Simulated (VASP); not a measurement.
# KYSe2 (P4/mmm) in VASP: single point with r2SCAN

Aim: the single point of KYSe2 with r2SCAN.

Program: VASP 6.6.1. These are calculated values, not measurements. Logs are shortened: lines on timing, memory, paths and dates and some standing lists are left out, and cuts for length are marked.

## Step 1: The cell of the first run

Symmetry: P4/mmm, No. 123, tetragonal system. The conventional cell has a = 4.404 Å, b = 4.404 Å, c = 5.983 Å, α = 90.00°, β = 90.00°, γ = 90.00°. Within 3.9 Å of K (site symmetry 4/mmm) lie 6 Se at 2.99 to 3.11 Å. Se (site symmetry 4/mmm) has 2 K at 2.99 Å and 4 Y at 3.11 Å within 3.9 Å. Within 3.9 Å of Se (site symmetry 4/mmm) lie 2 Y at 2.99 Å and 4 K at 3.11 Å. Y (site symmetry 4/mmm) has 6 Se at 2.99 to 3.11 Å within 3.9 Å.

## Step 2: Single point, r2SCAN (29.02 Å³/atom)

File POSCAR:

```
KYSe2
1.0
    4.4044688923      0.0000000000      0.0000000000
    0.0000000000      4.4044688923      0.0000000000
    0.0000000000      0.0000000000      5.9833695828
K Se Y
1 2 1
Direct
    0.0000000000      0.0000000000      0.0000000000
    0.0000000000      0.0000000000      0.5000000000
    0.5000000000      0.5000000000      0.0000000000
    0.5000000000      0.5000000000      0.5000000000
```

File INCAR.step1:

```
SYSTEM = KYSe2
  PREC = Accurate
  ENCUT = 520
  ISMEAR = 0
  SIGMA = 0.01
  LREAL = .False.
  LASPH = .True.
  NELM = 80
  NBANDS = 24
  GGA = PE
  ALGO = Normal
  EDIFF = 1E-4
  LWAVE = .True.
  LCHARG = .False.
```

File INCAR.step2:

```
SYSTEM = KYSe2
  PREC = Accurate
  ENCUT = 520
  EDIFF = 1E-6
  ISMEAR = 0
  SIGMA = 0.01
  LREAL = .False.
  LASPH = .True.
  NELM = 80
  ALGO = Normal
  ISIF = 2
  LWAVE = .False.
  LCHARG = .False.
  METAGGA = R2SCAN
  LMIXTAU = .True.
  NBANDS = 24
  ISTART = 1
```

File KPOINTS:

```
Automatic mesh
0
Gamma
  6 6 4
  0 0 0
```

Potentials or basis: VASP PAW PBE potentials, release 64 (K_sv, Se, Y_sv).

Run with:

```bash
cat potpaw_PBE.64/K_sv/POTCAR potpaw_PBE.64/Se/POTCAR potpaw_PBE.64/Y_sv/POTCAR > POTCAR
cp INCAR.step1 INCAR
mpirun -np 1 vasp_std > vasp.out
cp INCAR.step2 INCAR
mpirun -np 1 vasp_std > vasp.out
```

OUTCAR:

```text
SYSTEM = KYSe2
   PREC = Accurate
   ENCUT = 520
   EDIFF = 1E-6
   ISMEAR = 0
   LREAL = .False.
   LASPH = .True.
   NELM = 80
   ISIF = 2
   METAGGA = R2SCAN
   ISTART = 1

 ion  position               nearest neighbor table
   1  0.000  0.000  0.000-   2 2.99   2 2.99   3 3.11   3 3.11   3 3.11   3 3.11
   2  0.000  0.000  0.500-   1 2.99   1 2.99   4 3.11   4 3.11   4 3.11   4 3.11
   3  0.500  0.500  0.000-   4 2.99   4 2.99   1 3.11   1 3.11   1 3.11   1 3.11
   4  0.500  0.500  0.500-   3 2.99   3 2.99   2 3.11   2 3.11   2 3.11   2 3.11

  LATTYP: Found a simple tetragonal cell.
 ALAT       =     4.4044688923
 C/A-ratio  =     1.3584769763

  Lattice vectors:

 A1 = (   4.4044688923,   0.0000000000,   0.0000000000)
 A2 = (   0.0000000000,   4.4044688923,   0.0000000000)
 A3 = (   0.0000000000,   0.0000000000,   5.9833695828)

Analysis of symmetry for initial positions (statically):
=====================================================================
 Subroutine PRICEL returns:
 Original cell was already a primitive cell.

 Routine SETGRP: Setting up the symmetry group for a
 simple tetragonal supercell.

 Subroutine GETGRP returns: Found 16 space group operations
 (whereof 16 operations were pure point group operations)
 out of a pool of 16 trial point group operations.

The static configuration has the point symmetry D_4h.

Analysis of symmetry for dynamics (positions and initial velocities):
=====================================================================
 Subroutine PRICEL returns:
 Original cell was already a primitive cell.

 Routine SETGRP: Setting up the symmetry group for a
 simple tetragonal supercell.

 Subroutine GETGRP returns: Found 16 space group operations
 (whereof 16 operations were pure point group operations)
 out of a pool of 16 trial point group operations.

The dynamic configuration has the point symmetry D_4h.

 Subroutine INISYM returns: Found 16 space group operations
 (whereof 16 operations are pure point group operations),
 and found     1 'primitive' translations

----------------------------------------------------------------------------------------

                                     Primitive cell

  volume of cell :     116.0735

  direct lattice vectors                    reciprocal lattice vectors
[... 77 lines left out ...]
   dimension x,y,z NGXF=    72 NGYF=   72 NGZF=   96
   ions per type =               1   2   1
   NGX,Y,Z   is equivalent  to a cutoff of  13.59, 13.59, 13.34 a.u.
   NGXF,Y,Z  is equivalent  to a cutoff of  27.18, 27.18, 26.67 a.u.
 SYSTEM =  KYSe2
   PREC   = accura    normal or accurate (medium, high low for compatibility)
   ISTART =      1    job   : 0-new  1-cont  2-samecut
   ICHARG =      0    charge: 1-file 2-atom 10-const
   ISPIN  =      1    spin polarized calculation?
   LNONCOLLINEAR =      F non collinear calculations
   LSORBIT =      F    spin-orbit coupling
   LASPH  =      T    aspherical Exc in radial PAW
   ENCUT  =  520.0 eV  38.22 Ry    6.18 a.u.   8.19  8.19 11.13*2*pi/ulx,y,z
   NELM   =     80;   NELMIN=  2; NELMDL=  0     # of ELM steps
   EDIFF  = 0.1E-05   stopping-criterion for ELM
   LREAL  =      F    real-space projection
[... 7 lines left out ...]
   TEBEG  =    0.0;   TEEND  =   0.0 temperature during run
   PSTRESS=    0.0 pullay stress
   NELECT =      32.0000    total number of electrons
   NUPDOWN=      -1.0000    fix difference up-down
   EMIN   =  10.00;   EMAX   =-10.00  energy-range for DOS
   EFERMI =   0.00;   METHOD = LEGACY
   ISMEAR =     0;   SIGMA  =   0.01  broadening in eV -4-tet -1-fermi 0-gaus
   EFERMI_NEDOS =   21; number of points for ismear=-14 and -15
   IALGO  =     38    algorithm
   IMIX   =      4    mixing-type and parameters
     AMIX     =   0.40;   BMIX     =  1.00
     AMIX_MAG =   1.60;   BMIX_MAG =  1.00
  volume/ion in A,a.u.               =      29.02       195.83
  Fermi-wavevector in a.u.,A,eV,Ry     =   1.065485  2.013474 15.446115  1.135257
  Thomas-Fermi vector in A             =   2.201038
   LORBIT       =      0    0 simple, 1 ext, 2 COOP (PROOUT), +10 PAW based schemes
   METAGGA = R2SCAN    functional components
   LHFCALC =     F    Hartree Fock is set to
   AEXX    =    0.0000 exact exchange contribution
   IVDW    =     0    specifies the selected vdW correction
   LEPSILON=     F    determine dielectric tensor
   LRPA    =     F    only Hartree local field effects (RPA)
 non-spin polarized calculation
 Gauss-broadening in eV      SIGMA  =   0.01
  energy-cutoff  :      520.00
  volume of cell :      116.07
 maximum number of plane-waves:      3146
 NGX is ok and might be reduce to    36
   NGX = 17   NGY = 17   NGZ = 23

 number of electron      32.0000002 magnetization

 Free energy of the ion-electron system (eV)
  ---------------------------------------------------
  ext. energy  EPLUGINS =         0.00000000
  ---------------------------------------------------
  free energy    TOTEN  =       -61.77074446 eV

  energy without entropy =      -61.77074446  energy(sigma->0) =      -61.77074446

 E-fermi :   1.7590     XC(G=0):  -9.2429

 val. band max:        1.6434790597   @ k =   0.0000   0.0000   0.0000
 cond. band min:       2.2145549541   @ k =   0.0000   0.0000   0.0000
 fundamental gap:      0.5710758944
 Fermi energy:         1.7590399885

 k-point     1 :       0.0000    0.0000    0.0000
  band No.  band energies     occupation
      1     -43.5744      2.00000
      2     -27.9747      2.00000
      3     -22.8353      2.00000
      4     -22.8353      2.00000
      5     -22.6897      2.00000
      6     -11.1691      2.00000
[... 637 lines left out ...]
     23       7.6940      0.00000
     24       8.8183      0.00000

 [... further k-points ...]
[... 5 lines left out ...]
  --------------------------------------------------------------------------------------
  -------------------------------------------------------------------------------------
  Total       -1.7490602     -1.7490602     -2.3644780      0.0000000      0.0000000      0.0000000
  in kB      -24.1425100    -24.1425100    -32.6372032      0.0000000      0.0000000      0.0000000
  external PRESSURE =     -26.9740744 kB  Pullay stress =       0.0000000 kB

 VOLUME and BASIS-vectors are now :
 -----------------------------------------------------------------------------
  energy-cutoff  :      520.00
  volume of cell :      116.07
      direct lattice vectors                 reciprocal lattice vectors
     4.404468892  0.000000000  0.000000000     0.227042130  0.000000000  0.000000000
     0.000000000  4.404468892  0.000000000     0.000000000  0.227042130  0.000000000
     0.000000000  0.000000000  5.983369583     0.000000000  0.000000000  0.167129907

 POSITION                                       TOTAL-FORCE (eV/Angst)
 -----------------------------------------------------------------------------------
      0.00000      0.00000      0.00000         0.000000      0.000000      0.000000
      0.00000      0.00000      2.99168         0.000000      0.000000      0.000000
      2.20223      2.20223      0.00000         0.000000      0.000000      0.000000
      2.20223      2.20223      2.99168         0.000000      0.000000      0.000000
 -----------------------------------------------------------------------------------
    total drift:                                0.000000      0.000000      0.000000

  FREE ENERGIE OF THE ION-ELECTRON SYSTEM (eV)
  ---------------------------------------------------
  free  energy   TOTEN  =       -61.7707444594 eV

  energy  without entropy=      -61.7707444594  energy(sigma->0) =      -61.77074446
```

It took 3.3 min on 1 thread of Intel Xeon Platinum 8259CL at 2.50GHz (Skylake/Cascade Lake), shared host; peak memory 0.32 GiB.

Results:

```yaml
Free_energy: -61.7707 eV
Pressure: -2.7 GPa
Band_gap_on_the_k_mesh: 0.57 eV
```

Stress tensor (GPa, compression positive):
```
-2.41  0.00  0.00
 0.00 -2.41  0.00
 0.00  0.00 -3.26
```

Levels at points of the mesh, in eV from the valence-band top:
```csv
k point,band 13,band 14,band 15,band 16,band 17,band 18,band 19,band 20
"(0.00, 0.00, 0.00)",-1.89,-0.49,0.00,0.00,0.57,2.11,2.19,2.36
"(0.50, 0.00, 0.00)",-1.66,-1.60,-1.60,-0.51,2.65,2.88,2.96,3.30
"(0.50, 0.50, 0.00)",-1.28,-1.08,-0.64,-0.64,1.29,1.29,2.93,3.15
"(0.00, 0.00, 0.50)",-1.89,-1.89,-0.43,-0.43,0.64,2.12,2.31,3.44
"(0.50, 0.00, 0.50)",-2.77,-2.36,-0.86,-0.75,3.01,3.52,3.57,4.02
"(0.50, 0.50, 0.50)",-2.53,-1.75,-1.31,-1.31,2.87,2.87,3.06,3.18
```

Caveat: the PAW data sets were made with another functional, which shifts forces and pressure a little.
